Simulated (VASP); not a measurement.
Crystal: EuS.

```xyz
2
Lattice="0.0000 2.9785 2.9785 2.9785 0.0000 2.9785 2.9785 2.9785 0.0000" Properties=species:S:1:pos:R:3 pbc="T T T"
Eu    0.0000    0.0000    0.0000
S     2.9785    2.9785    2.9785
```

Base run:

```yaml
Program: VASP 6.6.1
Functional: PBEsol
Dispersion: D3(BJ)
Potentials_or_basis: VASP PAW PBE potentials, release 64 (Eu, S)
Cutoff: 600 eV
k_mesh: 8 × 8 × 8
Occupations: fermi-dirac, width 0.05 eV
Spin: collinear spin, ferromagnetic start
Starting_moments: "[7.0, 0.0] μB"
```

Its results: band gap on the k mesh zero (filled and empty bands overlap); pressure -7.9 GPa; net moment 6.97 μB per cell; site moments Eu +6.59; S -0.07 μB.

Q: The run is repeated on the same cell with these changes: dispersion from D3(BJ) to none. What comes out?

A: Band gap on the k mesh zero (filled and empty bands overlap); pressure -5.7 GPa; net moment 6.97 μB per cell; site moments Eu +6.59; S -0.07 μB.

Dispersion adds attraction, which lowers the pressure at fixed volume and, as a term added to the energy, leaves the levels alone.

Caveats: the cell stands under tension; the PAW data sets were made with another functional, which shifts forces and pressure a little; spin-orbit coupling is left out, which moves the levels of the heavy elements; a cell with one magnetic atom can't hold antiferromagnetic order, which such compounds often take; semilocal functionals describe open f shells poorly, which spoils levels, moments and volumes.
